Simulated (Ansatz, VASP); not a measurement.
NaB4 in VASP and in Ansatz

```xyz
5
Lattice="-2.4845 2.4845 2.4845 2.4845 -2.4845 2.4845 2.4845 2.4845 -2.4845" Properties=species:S:1:pos:R:3 pbc="T T T"
Na    0.0000    0.0000    0.0000
B     1.2423    1.2423   -1.2423
B    -1.2423    1.2423    1.2423
B     1.2423   -1.2423    1.2423
B     1.2423    1.2423    1.2423
```

Change from the starting cell: species swapped into the Hg4Pt type (Im-3m, No. 229).

Alike in both runs: functional PBE; k mesh 5 × 5 × 5; occupations gaussian, width 0.2 eV; no spin polarisation.

Ansatz relaxed the structure, and its values are those at the end. VASP's run is a single point on that final structure, the one shown.

|  | VASP | Ansatz |
| --- | --- | --- |
| version | VASP 6.6.1 | Ansatz 0.2.0 |
| potentials or method | VASP PAW PBE potentials, release 64 (Na_pv, B), cutoff 500 eV | scalar-relativistic, plane waves, PAW |
| valence electrons in the cell | 19 | 21 |

```tsv
	VASP	Ansatz	Ansatz less VASP
gap on the k mesh at the Fermi level (eV)	none	none	-
pressure (GPa)	0.5	0.2	-0.30
```

A gap of «none» marks a metal or a gap that the smearing closes. VASP's potentials hold 19 valence electrons a cell and Ansatz's 21, so a difference there can come from the potentials and not from the codes.
